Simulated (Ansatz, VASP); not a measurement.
# SiNi3: VASP beside Ansatz

File INCAR:

```
PREC     = Accurate       # precision mode
ENCUT    = 520            # plane-wave cutoff, eV
EDIFF    = 1E-7           # SCF threshold, eV
ISMEAR   = 0              # smearing method
SIGMA    = 0.1            # smearing width, eV
LREAL    = F              # projectors in reciprocal space
LASPH    = T              # aspherical terms in the spheres
NELM     = 60             # most SCF steps
ALGO     = Fast           # electronic algorithm
ISIF     = 2              # what is computed and relaxed
LWAVE    = F              # write WAVECAR
LCHARG   = F              # write CHGCAR
GGA      = PS             # functional
NBANDS   = 25             # bands
```

Contents of KPOINTS:

```
regular mesh
0
Gamma
  16 16 16
```

Contents of POSCAR:

```
SiNi3
1.0
    3.6170018171      0.0000000000      0.0000000000
    0.0000000000      3.6170018171      0.0000000000
    0.0000000000      0.0000000000      3.6170018171
Si Ni
1 3
Direct
    0.0000000000      0.0000000000      0.0000000000
    0.0000000000      0.5000000000      0.5000000000
    0.5000000000      0.0000000000      0.5000000000
    0.5000000000      0.5000000000      0.0000000000
```

Input for Ansatz:

```yaml
crystal:
  lattice:
    - [3.6170018171, 0.0, 0.0]
    - [0.0, 3.6170018171, 0.0]
    - [0.0, 0.0, 3.6170018171]
  atoms:
    - { symbol: Si, position: [0.0, 0.0, 0.0] }
    - { symbol: Ni, position: [0.0, 0.5, 0.5] }
    - { symbol: Ni, position: [0.5, 0.0, 0.5] }
    - { symbol: Ni, position: [0.5, 0.5, 0.0] }
basis:
  ecutwfc: 420
kpoints:
  mp_grid: { grid: [16, 16, 16] }
hamiltonian:
  xc: pbesol
scf:
  occupations: { method: gaussian, width: 0.1 }
output:
  forces: true
  stress: true
  eigenvalues: true
```

Change from the starting cell: equal strain along all axes, cell held, atoms relaxed: +4.5 %.

Alike in both runs: task single point; functional PBEsol; k mesh 16 × 16 × 16; occupations gaussian, width 0.1 eV; no spin polarisation.

|  | VASP | Ansatz |
| --- | --- | --- |
| version | VASP 6.6.1 | Ansatz 0.2.0 |
| potentials or method | VASP PAW PBE potentials, release 64 (Si, Ni), cutoff 520 eV | scalar-relativistic, plane waves, PAW |
| valence electrons in the cell | 34 | 58 |

```csv
,VASP,Ansatz,Ansatz less VASP
gap on the k mesh at the Fermi level (eV),none,none,-
pressure (GPa),-22.9,-23.2,-0.30
```

VASP's potentials were made for PBE, not for PBEsol. A gap of «none» marks a metal or a gap that the smearing closes. With one functional, cell and mesh, what is left measures potentials, basis and numerics. VASP's potentials hold 34 valence electrons a cell and Ansatz's 58, so a difference there can come from the potentials and not from the codes.
